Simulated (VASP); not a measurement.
# Sn (I4/mmm) in VASP: notebook

Runs on Sn. Level: LDA. Tasks: single point.

Everything below comes from runs of VASP 6.6.1. Logs are shortened: lines on timing, memory, paths and dates and some standing lists are left out, and cuts for length are marked.

**1. The cell of the first run**

It takes space group I4/mmm (No. 139, tetragonal). The conventional cell has a = 3.789 Å, b = 3.789 Å, c = 3.600 Å, α = 90.00°, β = 90.00°, γ = 90.00°. Sn (site symmetry 4/mmm) has 14 Sn at 3.23 to 3.79 Å within 4.2 Å.

**2. Single point, LDA (strain -0.0500 x Voigt [0, 0, 1, 0, 0, 0])**

INCAR reads:

```
SYSTEM = Sn
PREC = Accurate
ENCUT = 520
EDIFF = 1E-6
ISMEAR = 0
SIGMA = 0.15
LREAL = .False.
LASPH = .True.
NELM = 80
ALGO = Fast
ISIF = 2
LWAVE = .False.
LCHARG = .False.
NBANDS = 13
```

KPOINTS reads:

```
regular mesh
0
Gamma
  18 18 18
  0 0 0
```

POSCAR reads:

```
Sn
1.0
   -1.8946518192      1.8946518192      1.7999192282
    1.8946518192     -1.8946518192      1.7999192282
    1.8946518192      1.8946518192     -1.7999192282
Sn
1
Direct
    0.0000000000      0.0000000000      0.0000000000
```

Potentials or basis: VASP PAW LDA potentials, release 64 (Sn_d).

Command:

```sh
$ cat potpaw_LDA.64/Sn_d/POTCAR > POTCAR
$ mpirun -np 1 vasp_std > vasp.out
```

OUTCAR:

```text
SYSTEM = Sn
   PREC = Accurate
   ENCUT = 520
   EDIFF = 1E-6
   ISMEAR = 0
   LREAL = .False.
   LASPH = .True.
   NELM = 80
   ISIF = 2

 ion  position               nearest neighbor table
   1  0.000  0.000  0.000-

  LATTYP: Found a body centered tetragonal cell.
 ALAT       =     3.7893036384
 C/A-ratio  =     0.9500000000

  Lattice vectors:

 A1 = (  -1.8946518192,   1.8946518192,   1.7999192282)
 A2 = (   1.8946518192,  -1.8946518192,   1.7999192282)
 A3 = (   1.8946518192,   1.8946518192,  -1.7999192282)

Analysis of symmetry for initial positions (statically):
=====================================================================
 Subroutine PRICEL returns:
 Original cell was already a primitive cell.

 Routine SETGRP: Setting up the symmetry group for a
 body centered tetragonal supercell.

 Subroutine GETGRP returns: Found 16 space group operations
 (whereof 16 operations were pure point group operations)
 out of a pool of 16 trial point group operations.

The static configuration has the point symmetry D_4h.

Analysis of symmetry for dynamics (positions and initial velocities):
=====================================================================
 Subroutine PRICEL returns:
 Original cell was already a primitive cell.

 Routine SETGRP: Setting up the symmetry group for a
 body centered tetragonal supercell.

 Subroutine GETGRP returns: Found 16 space group operations
 (whereof 16 operations were pure point group operations)
 out of a pool of 16 trial point group operations.

The dynamic configuration has the point symmetry D_4h.

 Subroutine INISYM returns: Found 16 space group operations
 (whereof 16 operations are pure point group operations),
 and found     1 'primitive' translations

----------------------------------------------------------------------------------------

                                     Primitive cell

  volume of cell :      25.8447

  direct lattice vectors                    reciprocal lattice vectors
    -1.894651819  1.894651819  1.799919228     0.000000000  0.263900731  0.277790243
     1.894651819 -1.894651819  1.799919228     0.263900731  0.000000000  0.277790243
     1.894651819  1.894651819 -1.799919228     0.263900731  0.263900731  0.000000000

  length of vectors
     3.227866209  3.227866209  3.227866209     0.383159255  0.383159255  0.373211993

  position of ions in fractional coordinates (direct lattice)
     0.000000000  0.000000000  0.000000000

  ion indices of the primitive-cell ions
   primitive index   ion index
                 1           1

----------------------------------------------------------------------------------------

 KPOINTS: regular mesh

Automatic generation of k-mesh.
 Grid dimensions read from file:
 generate k-points for:   18   18   18

 Generating k-lattice:

  Cartesian coordinates                     Fractional coordinates (reciprocal lattice)
     0.000000000  0.014661152  0.015432791     0.055555556  0.000000000 -0.000000000
     0.014661152  0.000000000  0.015432791     0.000000000  0.055555556 -0.000000000
     0.014661152  0.014661152  0.000000000     0.000000000  0.000000000  0.055555556

  Length of vectors
     0.021286625  0.021286625  0.020734000

  Shift w.r.t. Gamma in fractional coordinates (k-lattice)
     0.000000000  0.000000000  0.000000000

 Subroutine IBZKPT returns following result:
 ===========================================

 Found    480 irreducible k-points:

 Following reciprocal coordinates:
            Coordinates               Weight
  0.000000  0.000000  0.000000      1.000000
  0.055556 -0.000000  0.000000      8.000000
  0.111111 -0.000000  0.000000      8.000000
  0.166667  0.000000  0.000000      8.000000
  0.222222 -0.000000  0.000000      8.000000
  0.277778  0.000000  0.000000      8.000000
[... 16 lines left out ...]
 -0.277778  0.055556  0.000000     16.000000
 -0.222222  0.055556 -0.000000     16.000000
 [... further k-points ...]
   k-points           NKPTS =    480   k-points in BZ     NKDIM =    480   number of bands    NBANDS=     13
   number of dos      NEDOS =    301   number of ions     NIONS =      1
   total plane-waves  NPLWV =  13824
   dimension x,y,z NGX =    24 NGY =   24 NGZ =   24
   dimension x,y,z NGXF=    48 NGYF=   48 NGZF=   48
   ions per type =               1
   NGX,Y,Z   is equivalent  to a cutoff of  12.36, 12.36, 12.36 a.u.
   NGXF,Y,Z  is equivalent  to a cutoff of  24.72, 24.72, 24.72 a.u.
 SYSTEM =  Sn
   PREC   = accura    normal or accurate (medium, high low for compatibility)
   ISTART =      0    job   : 0-new  1-cont  2-samecut
   ICHARG =      2    charge: 1-file 2-atom 10-const
   ISPIN  =      1    spin polarized calculation?
   LNONCOLLINEAR =      F non collinear calculations
   LSORBIT =      F    spin-orbit coupling
   LASPH  =      T    aspherical Exc in radial PAW
   ENCUT  =  520.0 eV  38.22 Ry    6.18 a.u.   6.00  6.00  6.00*2*pi/ulx,y,z
   NELM   =     80;   NELMIN=  2; NELMDL= -5     # of ELM steps
   EDIFF  = 0.1E-05   stopping-criterion for ELM
   LREAL  =      F    real-space projection
   EDIFFG = 0.1E-04   stopping-criterion for IOM
   NSW    =      0    number of steps for IOM
   IBRION =     -1    ionic relax: 0-MD 1-quasi-New 2-CG
   NFREE  =      0    steps in history (QN), initial steepest desc. (CG)
   ISIF   =      2    stress and relaxation
   ISYM   =      2    0-nonsym 1-usesym 2-fastsym
   POTIM  = 0.5000    time-step for ionic-motion
   TEBEG  =    0.0;   TEEND  =   0.0 temperature during run
   PSTRESS=    0.0 pullay stress
   NELECT =      14.0000    total number of electrons
   NUPDOWN=      -1.0000    fix difference up-down
   EMIN   =  10.00;   EMAX   =-10.00  energy-range for DOS
   EFERMI =   0.00;   METHOD = LEGACY
   ISMEAR =     0;   SIGMA  =   0.15  broadening in eV -4-tet -1-fermi 0-gaus
   EFERMI_NEDOS =   21; number of points for ismear=-14 and -15
   IALGO  =     68    algorithm
   IMIX   =      4    mixing-type and parameters
     AMIX     =   0.40;   BMIX     =  1.00
     AMIX_MAG =   1.60;   BMIX_MAG =  1.00
  volume/ion in A,a.u.               =      25.84       174.41
  Fermi-wavevector in a.u.,A,eV,Ry     =   1.334526  2.521888 24.231411  1.780958
  Thomas-Fermi vector in A             =   2.463300
   LORBIT       =      0    0 simple, 1 ext, 2 COOP (PROOUT), +10 PAW based schemes
   GGA     = CA    functional components
   LHFCALC =     F    Hartree Fock is set to
   AEXX    =    0.0000 exact exchange contribution
   IVDW    =     0    specifies the selected vdW correction
   LEPSILON=     F    determine dielectric tensor
   LRPA    =     F    only Hartree local field effects (RPA)
 non-spin polarized calculation
 RMM-DIIS sequential band-by-band and
 Gauss-broadening in eV      SIGMA  =   0.15
  energy-cutoff  :      520.00
  volume of cell :       25.84
 maximum number of plane-waves:       711
   NGX = 11   NGY = 11   NGZ = 11

 number of electron      14.0000002 magnetization

 Free energy of the ion-electron system (eV)
  ---------------------------------------------------
  ext. energy  EPLUGINS =         0.00000000
  ---------------------------------------------------
  free energy    TOTEN  =        -4.44640478 eV

  energy without entropy =       -4.44045049  energy(sigma->0) =       -4.44342763

 E-fermi :   8.4438     XC(G=0): -10.8431

 val. band max:        8.4255904646   @ k =  -0.1111  -0.2778   0.0556
 cond. band min:       8.4539637908   @ k =  -0.4444   0.5000   0.3333
 fundamental gap:      0.0283733263
 Fermi energy:         8.4437655013

 k-point     1 :       0.0000    0.0000    0.0000
  band No.  band energies     occupation
      1     -13.0552      2.00000
      2     -13.0375      2.00000
      3     -13.0375      2.00000
      4     -12.8992      2.00000
      5     -12.8667      2.00000
      6      -3.0364      2.00000
      7      16.5758      0.00000
      8      16.5758      0.00000
      9      17.0061      0.00000
     10      20.6176      0.00000
     11      20.6177      0.00000
     12      20.9264      0.00000
     13      21.2495      0.00000

 k-point     2 :       0.0556   -0.0000    0.0000
  band No.  band energies     occupation
      1     -13.0530      2.00000
      2     -13.0355      2.00000
      3     -13.0337      2.00000
      4     -12.8991      2.00000
      5     -12.8685      2.00000
      6      -2.9650      2.00000
      7      16.1582      0.00000
      8      16.2738      0.00000
      9      16.7107      0.00000
     10      19.9152      0.00000
     11      20.0301      0.00000
     12      20.8850      0.00000
     13      21.4497      0.00000

 k-point     3 :       0.1111   -0.0000    0.0000
  band No.  band energies     occupation
      1     -13.0546      2.00000
      2     -13.0300      2.00000
      3     -13.0147      2.00000
      4     -12.8988      2.00000
      5     -12.8731      2.00000
      6      -2.7505      2.00000
      7      14.7807      0.00000
      8      15.5768      0.00000
      9      16.2706      0.00000
     10      19.0311      0.00000
     11      19.2709      0.00000
     12      20.6903      0.00000
     13      22.4194      0.00000
[... 305 lines left out ...]
 k-point    23 :      -0.2778    0.0556    0.0000
  band No.  band energies     occupation
      1     -13.0722      2.00000
      2     -13.0169      2.00000
      3     -12.9133      2.00000
      4     -12.9010      2.00000
      5     -12.8843      2.00000
      6      -1.5510      2.00000
      7      10.2607      0.00000
      8      13.1144      0.00000
      9      14.6713      0.00000
     10      17.6523      0.00000
     11      18.5916      0.00000
     12      21.4070      0.00000
     13      23.7311      0.00000

 k-point    24 :      -0.2222    0.0556   -0.0000
  band No.  band energies     occupation
      1     -13.0626      2.00000
      2     -13.0220      2.00000
      3     -12.9552      2.00000
      4     -12.9040      2.00000
      5     -12.8797      2.00000
      6      -2.1208      2.00000
      7      12.0591      0.00000
      8      13.8715      0.00000
      9      15.2451      0.00000
     10      18.1484      0.00000
     11      19.0255      0.00000
     12      20.9641      0.00000
     13      23.4540      0.00000

 [... further k-points ...]
[... 5 lines left out ...]
  --------------------------------------------------------------------------------------
  -------------------------------------------------------------------------------------
  Total       -0.0648248     -0.0648248     -0.2145066      0.0000000     -0.0000000      0.0000000
  in kB       -4.0186504     -4.0186504    -13.2977872      0.0000000     -0.0000000      0.0000000
  external PRESSURE =      -7.1116960 kB  Pullay stress =       0.0000000 kB

 VOLUME and BASIS-vectors are now :
 -----------------------------------------------------------------------------
  energy-cutoff  :      520.00
  volume of cell :       25.84
      direct lattice vectors                 reciprocal lattice vectors
    -1.894651819  1.894651819  1.799919228     0.000000000  0.263900731  0.277790243
     1.894651819 -1.894651819  1.799919228     0.263900731  0.000000000  0.277790243
     1.894651819  1.894651819 -1.799919228     0.263900731  0.263900731  0.000000000

 POSITION                                       TOTAL-FORCE (eV/Angst)
 -----------------------------------------------------------------------------------
      0.00000      0.00000      0.00000         0.000000     -0.000000      0.000000
 -----------------------------------------------------------------------------------
    total drift:                                0.000000      0.000000     -0.000000

  FREE ENERGIE OF THE ION-ELECTRON SYSTEM (eV)
  ---------------------------------------------------
  free  energy   TOTEN  =        -4.4464047762 eV

  energy  without entropy=       -4.4404504920  energy(sigma->0) =       -4.44342763
```

Run time: 83 s. Hardware: 1 thread of Intel Xeon Platinum 8375C at 2.90GHz (Ice Lake), shared host; peak memory 0.24 GiB.

What came out:

```
Free energy            : -4.4464 eV
Pressure               : -0.7 GPa
Band gap on the k mesh : zero (band 7 reaches 16.58 eV, above the bottom of band 8 at 5.90 eV)
```

Stress tensor (GPa, compression positive):
```
-0.40  0.00  0.00
 0.00 -0.40  0.00
 0.00  0.00 -1.33
```

Levels at points of the mesh, in eV from the Fermi level:
```csv
k point,band 4,band 5,band 6,band 7,band 8,band 9,band 10,band 11
"(0.00, 0.00, 0.00)",-21.34,-21.31,-11.48,8.13,8.13,8.56,12.17,12.17
"(0.50, 0.00, 0.00)",-21.32,-21.22,-6.40,-4.60,3.51,5.27,8.07,8.26
"(0.50, 0.50, 0.00)",-21.33,-21.23,-6.77,-4.75,4.18,6.21,8.88,9.14
"(0.50, 0.50, 0.50)",-21.26,-21.24,-2.39,-0.87,-0.87,0.14,3.71,4.30
```

Caveat: the cell differs from its parent crystal (strain -0.0500 x Voigt [0, 0, 1, 0, 0, 0]); spin-orbit coupling is left out, which moves the levels of the heavy elements.

**3. Single point, LDA (strain -0.0250 x Voigt [0, 0, 1, 0, 0, 0])**

INCAR reads:

```
PREC = Accurate
ENCUT = 520
EDIFF = 1E-6
ISMEAR = 0
SIGMA = 0.15
LREAL = False
LASPH = True
NELM = 100
ALGO = Fast
ISIF = 2
LWAVE = False
LCHARG = False
NBANDS = 13
```

KPOINTS reads:

```
regular mesh
0
Gamma
  18 18 18
```

POSCAR reads:

```
Sn
1.0
   -1.8946518192      1.8946518192      1.8472855237
    1.8946518192     -1.8946518192      1.8472855237
    1.8946518192      1.8946518192     -1.8472855237
Sn
1
Direct
    0.0000000000      0.0000000000      0.0000000000
```

Potentials or basis: VASP PAW LDA potentials, release 64 (Sn_d).

Command:

```sh
$ cat potpaw_LDA.64/Sn_d/POTCAR > POTCAR
$ mpirun -np 1 vasp_std > vasp.out
```

Wall time 87 s (1 thread of Intel Xeon Platinum 8375C at 2.90GHz (Ice Lake), shared host); peak memory 0.25 GiB.

Results (log left out):

- Free energy: -4.4381 eV
- Pressure: -2.0 GPa
- Band gap on the k mesh: zero (band 7 reaches 16.11 eV, above the bottom of band 8 at 5.62 eV)

Stress tensor (GPa, compression positive):
```
-1.79  0.00  0.00
 0.00 -1.79  0.00
 0.00  0.00 -2.58
```

Levels at points of the mesh, in eV from the Fermi level:
```csv
k point,band 3,band 4,band 5,band 6,band 7,band 8,band 9,band 10,band 11,band 12
"(0.00, 0.00, 0.00)",-21.46,-21.32,-21.30,-11.27,8.00,8.00,8.18,12.18,12.18,12.50
"(0.50, 0.00, 0.00)",-21.32,-21.31,-21.22,-6.43,-4.48,3.53,5.35,8.05,8.31,15.23
"(0.50, 0.50, 0.00)",-21.32,-21.31,-21.22,-6.60,-4.55,3.85,5.80,8.44,8.74,14.72
"(0.50, 0.50, 0.50)",-21.24,-21.24,-21.23,-2.48,-0.67,-0.67,-0.18,3.84,4.10,18.36
```

Caveat: the cell differs from its parent crystal (strain -0.0250 x Voigt [0, 0, 1, 0, 0, 0]); spin-orbit coupling is left out, which moves the levels of the heavy elements.

(Continued in part 2 of 2.)
